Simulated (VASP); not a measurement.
# RbSnS (P4/mmm) in VASP: relaxation of cell and atoms with PBE

Aim: the relaxation of cell and atoms of RbSnS with PBE.

Program: VASP 6.6.1. These are calculated values, not measurements. Logs are shortened: lines on timing, memory, paths and dates and some standing lists are left out, and cuts for length are marked.

### 1 The cell of the first run

It takes space group P4/mmm (No. 123, tetragonal). Conventional cell: a = 4.638 Å, b = 4.638 Å, c = 5.233 Å, α = 90.00°, β = 90.00°, γ = 90.00°. Within 4.3 Å of Rb (site symmetry 4/mmm) lie 4 S at 3.28 Å and 8 Sn at 4.20 Å. Within 3.5 Å of Sn (site symmetry 4/mmm) lie 2 S at 2.62 Å. Within 3.5 Å of S (site symmetry 4/mmm) lie 2 Sn at 2.62 Å and 4 Rb at 3.28 Å.

### 2 Relaxation of cell and atoms, PBE

Input file INCAR:

```
ALGO = Normal ; EDIFF = 1E-6
EDIFFG = -0.01 ; ENCUT = 600
GGA = PE ; IBRION = 2
ISIF = 3 ; ISMEAR = 0
LASPH = T ; LCHARG = F
LREAL = F ; LWAVE = F
NELM = 100 ; NSW = 100
PREC = Accurate ; SIGMA = 0.1
```

Input file KPOINTS:

```
k-points
0
Gamma
  10 10 10
```

Input file POSCAR:

```
RbSnS
1.0
    4.6383200824      0.0000000000      0.0000000000
    0.0000000000      4.6383200824      0.0000000000
    0.0000000000      0.0000000000      5.2327486466
Rb Sn S
1 1 1
Direct
    0.0000000000      0.0000000000      0.0000000000
    0.5000000000      0.5000000000      0.5000000000
    0.5000000000      0.5000000000      0.0000000000
```

Potentials or basis: VASP PAW PBE potentials, release 64 (Rb_sv, Sn_d, S).

Command:

```sh
cat potpaw_PBE.64/Rb_sv/POTCAR potpaw_PBE.64/Sn_d/POTCAR potpaw_PBE.64/S/POTCAR > POTCAR
mpirun -np 1 vasp_std > vasp.out
```

OUTCAR:

```text
EDIFF = 1E-6
   EDIFFG = -0.01
   ENCUT = 600
   GGA = PE
   IBRION = 2
   ISIF = 3
   ISMEAR = 0
   LASPH = T
   LREAL = F
   NELM = 100
   NSW = 100
   PREC = Accurate

 ion  position               nearest neighbor table
   1  0.000  0.000  0.000-   3 3.28   3 3.28   3 3.28   3 3.28   2 4.20   2 4.20   2 4.20   2 4.20
                             2 4.20   2 4.20   2 4.20   2 4.20
   2  0.500  0.500  0.500-   3 2.62   3 2.62   1 4.20   1 4.20   1 4.20   1 4.20   1 4.20   1 4.20
                             1 4.20   1 4.20
   3  0.500  0.500  0.000-   2 2.62   2 2.62   1 3.28   1 3.28   1 3.28   1 3.28

  LATTYP: Found a simple tetragonal cell.
 ALAT       =     4.6383200824
 C/A-ratio  =     1.1281560034

  Lattice vectors:

 A1 = (   4.6383200824,   0.0000000000,   0.0000000000)
 A2 = (   0.0000000000,   4.6383200824,   0.0000000000)
 A3 = (   0.0000000000,   0.0000000000,   5.2327486466)

Analysis of symmetry for initial positions (statically):
=====================================================================
 Subroutine PRICEL returns:
 Original cell was already a primitive cell.

 Routine SETGRP: Setting up the symmetry group for a
 simple tetragonal supercell.

 Subroutine GETGRP returns: Found 16 space group operations
 (whereof 16 operations were pure point group operations)
 out of a pool of 16 trial point group operations.

The static configuration has the point symmetry D_4h.

Analysis of symmetry for dynamics (positions and initial velocities):
=====================================================================
 Subroutine PRICEL returns:
 Original cell was already a primitive cell.

 Routine SETGRP: Setting up the symmetry group for a
 simple tetragonal supercell.

 Subroutine GETGRP returns: Found 16 space group operations
 (whereof 16 operations were pure point group operations)
 out of a pool of 16 trial point group operations.

The dynamic configuration has the point symmetry D_4h.

 Subroutine INISYM returns: Found 16 space group operations
 (whereof 16 operations are pure point group operations),
 and found     1 'primitive' translations

----------------------------------------------------------------------------------------

                                     Primitive cell

  volume of cell :     112.5774

  direct lattice vectors                    reciprocal lattice vectors
     4.638320082  0.000000000  0.000000000     0.215595298  0.000000000  0.000000000
     0.000000000  4.638320082  0.000000000     0.000000000  0.215595298  0.000000000
     0.000000000  0.000000000  5.232748647     0.000000000  0.000000000  0.191104153

  length of vectors
     4.638320082  4.638320082  5.232748647     0.215595298  0.215595298  0.191104153

  position of ions in fractional coordinates (direct lattice)
     0.000000000  0.000000000  0.000000000
     0.500000000  0.500000000  0.500000000
     0.500000000  0.500000000  0.000000000

  ion indices of the primitive-cell ions
   primitive index   ion index
                 1           1
                 2           2
                 3           3

----------------------------------------------------------------------------------------

 KPOINTS: k-points

Automatic generation of k-mesh.
 Grid dimensions read from file:
 generate k-points for:   10   10   10

 Generating k-lattice:

  Cartesian coordinates                     Fractional coordinates (reciprocal lattice)
     0.021559530  0.000000000  0.000000000     0.100000000  0.000000000  0.000000000
     0.000000000  0.021559530  0.000000000     0.000000000  0.100000000  0.000000000
     0.000000000  0.000000000  0.019110415     0.000000000  0.000000000  0.100000000

  Length of vectors
     0.021559530  0.021559530  0.019110415

  Shift w.r.t. Gamma in fractional coordinates (k-lattice)
     0.000000000  0.000000000  0.000000000

 Subroutine IBZKPT returns following result:
 ===========================================

 Found    126 irreducible k-points:

 Following reciprocal coordinates:
            Coordinates               Weight
  0.000000  0.000000  0.000000      1.000000
  0.100000  0.000000  0.000000      4.000000
  0.200000  0.000000  0.000000      4.000000
  0.300000  0.000000  0.000000      4.000000
  0.400000  0.000000  0.000000      4.000000
  0.500000  0.000000  0.000000      2.000000
[... 16 lines left out ...]
  0.100000  0.000000  0.100000      8.000000
  0.200000  0.000000  0.100000      8.000000
 [... further k-points ...]
   k-points           NKPTS =    126   k-points in BZ     NKDIM =    126   number of bands    NBANDS=     18
   number of dos      NEDOS =    301   number of ions     NIONS =      3
   total plane-waves  NPLWV =  67200
   dimension x,y,z NGX =    40 NGY =   40 NGZ =   42
   dimension x,y,z NGXF=    80 NGYF=   80 NGZF=   84
   ions per type =               1   1   1
   NGX,Y,Z   is equivalent  to a cutoff of  14.34, 14.34, 13.34 a.u.
   NGXF,Y,Z  is equivalent  to a cutoff of  28.67, 28.67, 26.69 a.u.
 SYSTEM =  unknown system
   PREC   = accura    normal or accurate (medium, high low for compatibility)
   ISTART =      0    job   : 0-new  1-cont  2-samecut
   ICHARG =      2    charge: 1-file 2-atom 10-const
   ISPIN  =      1    spin polarized calculation?
   LNONCOLLINEAR =      F non collinear calculations
   LSORBIT =      F    spin-orbit coupling
   LASPH  =      T    aspherical Exc in radial PAW
   ENCUT  =  600.0 eV  44.10 Ry    6.64 a.u.   9.26  9.26 10.45*2*pi/ulx,y,z
   NELM   =    100;   NELMIN=  2; NELMDL= -5     # of ELM steps
   EDIFF  = 0.1E-05   stopping-criterion for ELM
   LREAL  =      F    real-space projection
   EDIFFG = -.1E-01   stopping-criterion for IOM
   NSW    =    100    number of steps for IOM
   IBRION =      2    ionic relax: 0-MD 1-quasi-New 2-CG
   NFREE  =      1    steps in history (QN), initial steepest desc. (CG)
   ISIF   =      3    stress and relaxation
   ISYM   =      2    0-nonsym 1-usesym 2-fastsym
   POTIM  = 0.5000    time-step for ionic-motion
   TEBEG  =    0.0;   TEEND  =   0.0 temperature during run
   PSTRESS=    0.0 pullay stress
   NELECT =      29.0000    total number of electrons
   NUPDOWN=      -1.0000    fix difference up-down
   EMIN   =  10.00;   EMAX   =-10.00  energy-range for DOS
   EFERMI =   0.00;   METHOD = LEGACY
   ISMEAR =     0;   SIGMA  =   0.10  broadening in eV -4-tet -1-fermi 0-gaus
   EFERMI_NEDOS =   21; number of points for ismear=-14 and -15
   IALGO  =     38    algorithm
   IMIX   =      4    mixing-type and parameters
     AMIX     =   0.40;   BMIX     =  1.00
     AMIX_MAG =   1.60;   BMIX_MAG =  1.00
  volume/ion in A,a.u.               =      37.53       253.24
  Fermi-wavevector in a.u.,A,eV,Ry     =   1.041655  1.968442 14.762924  1.085044
  Thomas-Fermi vector in A             =   2.176285
   LORBIT       =      0    0 simple, 1 ext, 2 COOP (PROOUT), +10 PAW based schemes
   GGA     = PE    functional components
   LHFCALC =     F    Hartree Fock is set to
   AEXX    =    0.0000 exact exchange contribution
   IVDW    =     0    specifies the selected vdW correction
   LEPSILON=     F    determine dielectric tensor
   LRPA    =     F    only Hartree local field effects (RPA)
 conjugate gradient relaxation of ions
 non-spin polarized calculation
 Gauss-broadening in eV      SIGMA  =   0.10
  energy-cutoff  :      600.00
  volume of cell :      112.58
 maximum number of plane-waves:      3794
 NGX is ok and might be reduce to    40
   NGX = 19   NGY = 19   NGZ = 21

--------------------------------------- Ionic step        1  -------------------------------------------

 number of electron      28.9999994 magnetization

 Free energy of the ion-electron system (eV)
  ---------------------------------------------------
  ext. energy  EPLUGINS =         0.00000000
  ---------------------------------------------------
  free energy    TOTEN  =        -9.99498508 eV

  energy without entropy =       -9.98549676  energy(sigma->0) =       -9.99024092

------------------------ aborting loop because EDIFF is reached ----------------------------------------

  FORCE on cell =-STRESS in cart. coord.  units (eV):
  Direction    XX          YY          ZZ          XY          YZ          ZX
  --------------------------------------------------------------------------------------
  -------------------------------------------------------------------------------------
  Total        0.1477237      0.1477237      1.3623515      0.0000000      0.0000000      0.0000000
  in kB        2.1023711      2.1023711     19.3886892      0.0000000      0.0000000      0.0000000
  external PRESSURE =       7.8644771 kB  Pullay stress =       0.0000000 kB
[... 133 lines left out ...]
  energy  without entropy=       -9.9979392384  energy(sigma->0) =      -10.00266275

--------------------------------------- Ionic step        5  -------------------------------------------

 number of electron      29.0000001 magnetization

 Free energy of the ion-electron system (eV)
  ---------------------------------------------------
  ext. energy  EPLUGINS =         0.00000000
  ---------------------------------------------------
  free energy    TOTEN  =       -10.00744279 eV

  energy without entropy =       -9.99801765  energy(sigma->0) =      -10.00273022

 E-fermi :   2.1432     XC(G=0):  -7.7371

 val. band max:        2.1264879846   @ k =   0.5000   0.0000   0.0000
 cond. band min:       2.1624949538   @ k =   0.4000   0.0000   0.1000
 fundamental gap:      0.0360069692
 Fermi energy:         2.1432322084

 k-point     1 :       0.0000    0.0000    0.0000
  band No.  band energies     occupation
      1     -24.6324      2.00000
      2     -19.4839      2.00000
      3     -19.4828      2.00000
      4     -19.4410      2.00000
      5     -19.4160      2.00000
      6     -19.4160      2.00000
[... 10 lines left out ...]
     17       4.6027      0.00000
     18       5.1803      0.00000
[... 466 lines left out ...]
      2     -19.4843      2.00000
      3     -19.4817      2.00000
      4     -19.4396      2.00000
      5     -19.4164      2.00000
      6     -19.4160      2.00000
[... 10 lines left out ...]
     17       5.3863      0.00000
     18       6.2860      0.00000

 [... further k-points ...]

------------------------ aborting loop because EDIFF is reached ----------------------------------------

  FORCE on cell =-STRESS in cart. coord.  units (eV):
  Direction    XX          YY          ZZ          XY          YZ          ZX
  --------------------------------------------------------------------------------------
  -------------------------------------------------------------------------------------
  Total        0.0258284      0.0258284     -0.0277336      0.0000000     -0.0000000      0.0000000
  in kB        0.3588715      0.3588715     -0.3853438      0.0000000     -0.0000000      0.0000000
  external PRESSURE =       0.1107997 kB  Pullay stress =       0.0000000 kB
[... 18 lines left out ...]
  FREE ENERGIE OF THE ION-ELECTRON SYSTEM (eV)
  ---------------------------------------------------
  free  energy   TOTEN  =       -10.0074427948 eV

  energy  without entropy=       -9.9980176541  energy(sigma->0) =      -10.00273022

 reached required accuracy - stopping structural energy minimisation
```

Run time: 6.8 min. Hardware: 1 thread of AMD EPYC 9R45 (Zen 5), shared host; peak memory 0.49 GiB.

What came out:

- Free energy: -10.0074 eV
- Relaxed volume: 38.44 Å³/atom
- Relaxed cell: a = 4.651 Å, b = 4.651 Å, c = 5.330 Å, α = 90.00°, β = 90.00°, γ = 90.00°
- Space group after relaxing (to 0.05 Å): P4/mmm (No. 123)
- Energy gained by relaxing: 4.2 meV/atom
- Ionic steps: 5
- Pressure after relaxing: 0.0 GPa

The path:
| step | energy change (eV) | largest force (eV/Å) | pressure (GPa) | volume (Å³) |
| --- | --- | --- | --- | --- |
| 1 | 0.0000 | 0.0000 | 0.79 | 112.58 |
| 2 | -0.0120 | 0.0000 | -0.09 | 115.59 |
| 3 | -0.0124 | 0.0000 | 0.04 | 115.10 |
| 4 | -0.0124 | 0.0000 | 0.03 | 115.15 |
| 5 | -0.0125 | 0.0000 | 0.01 | 115.31 |

Final structure:
```yaml
crystal:
  lattice:
    - [4.65126, 0.00000, 0.00000]
    - [0.00000, 4.65126, 0.00000]
    - [0.00000, 0.00000, 5.33001]
  atoms:
    - { symbol: Rb, position: [0.00000, 0.00000, 0.00000] }
    - { symbol: Sn, position: [0.50000, 0.50000, 0.50000] }
    - { symbol: S, position: [0.50000, 0.50000, 0.00000] }
```

Caveat: spin-orbit coupling is left out, which moves the levels of the heavy elements.
